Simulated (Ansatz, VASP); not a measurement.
**Pt2SeS3 in VASP and in Ansatz**

Contents of INCAR:

```
PREC = Accurate ; ENCUT = 500
EDIFF = 1E-7 ; ISMEAR = 0
SIGMA = 0.1 ; LREAL = F
LASPH = T ; NELM = 120
ALGO = Normal ; ISIF = 3
LWAVE = F ; LCHARG = F
IBRION = 2 ; NSW = 100
EDIFFG = -0.002 ; GGA_COMPAT = F
NELMIN = 4
```

The input KPOINTS:

```
Automatic mesh
0
Gamma
  10 8 6
```

The input POSCAR:

```
Pt2SeS3
1.0
   -1.8005073532     -3.1185702093      0.0000000000
    0.0010045992     -0.0005800056      4.6235091548
   -5.4103663749      3.1236764887     -0.0012739043
Pt Se S
2 1 3
Direct
    0.5000000000      0.0033795494      0.4963389137
    0.0000000000      0.0060507011      0.0038091876
    0.5000000000      0.7205356318      0.8344529997
    0.0000000000      0.7525440594      0.3315026438
    0.5000000000      0.2673673088      0.1664135345
    0.0000000000      0.2501227495      0.6674827207
```

Input for Ansatz:

```yaml
crystal:
  lattice:
    - [-1.8005073532, -3.1185702093, 0.0]
    - [0.0010045992, -0.0005800056, 4.6235091548]
    - [-5.4103663749, 3.1236764887, -0.0012739043]
  atoms:
    - { symbol: Pt, position: [0.5, 0.0033795494, 0.4963389137] }
    - { symbol: Pt, position: [0.0, 0.0060507011, 0.0038091876] }
    - { symbol: Se, position: [0.5, 0.7205356318, 0.8344529997] }
    - { symbol: S, position: [0.0, 0.7525440594, 0.3315026438] }
    - { symbol: S, position: [0.5, 0.2673673088, 0.1664135345] }
    - { symbol: S, position: [0.0, 0.2501227495, 0.6674827207] }
basis:
  ecutwfc: 420
kpoints:
  mp_grid: { grid: [10, 8, 6] }
hamiltonian:
  xc: lda
  pseudopotentials: { kind: paw }
scf:
  occupations: { method: gaussian, width: 0.1 }
output:
  forces: true
  stress: true
  eigenvalues: true
  write_density: true
  write_potential: true
  elf: true
  volumetric_format: npy
relax:
  adjacent_minimum: "off"
  f_tol: 0.002
  max_steps: 80
  cell: { stress_tol: 0.02 }
```

Alike in both runs: task relaxation of cell and atoms; functional LDA; k mesh 10 × 8 × 6; occupations gaussian, width 0.1 eV; no spin polarisation.

|  | VASP | Ansatz |
| --- | --- | --- |
| version | VASP 6.6.1 | Ansatz 0.2.0 |
| potentials or method | VASP PAW LDA potentials, release 64 (Pt, Se, S), cutoff 500 eV | scalar-relativistic, plane waves, PAW |
| valence electrons in the cell | 44 | 70 |

Ansatz gave:

```
gap on the k mesh at the Fermi level, each at its own relaxed structure (eV) : none
relaxed volume (Å³/atom)                                                     : 17.29
relaxed length of the cell vector where the two differ most in proportion (Å)              : 3.605
```

Q: Which values does VASP return?

A: gap on the k mesh at the Fermi level, each at its own relaxed structure (eV): none; relaxed volume (Å³/atom): 17.30; relaxed length of the cell vector where the two differ most in proportion (Å): 3.606.

LDA's correlation is that of Perdew and Zunger in VASP and of Perdew and Wang (1992) in Ansatz. A gap of «none» marks a metal or a gap that the smearing closes. VASP's potentials hold 44 valence electrons a cell and Ansatz's 70, so a difference there can come from the potentials and not from the codes.

Spin-orbit coupling is off throughout.
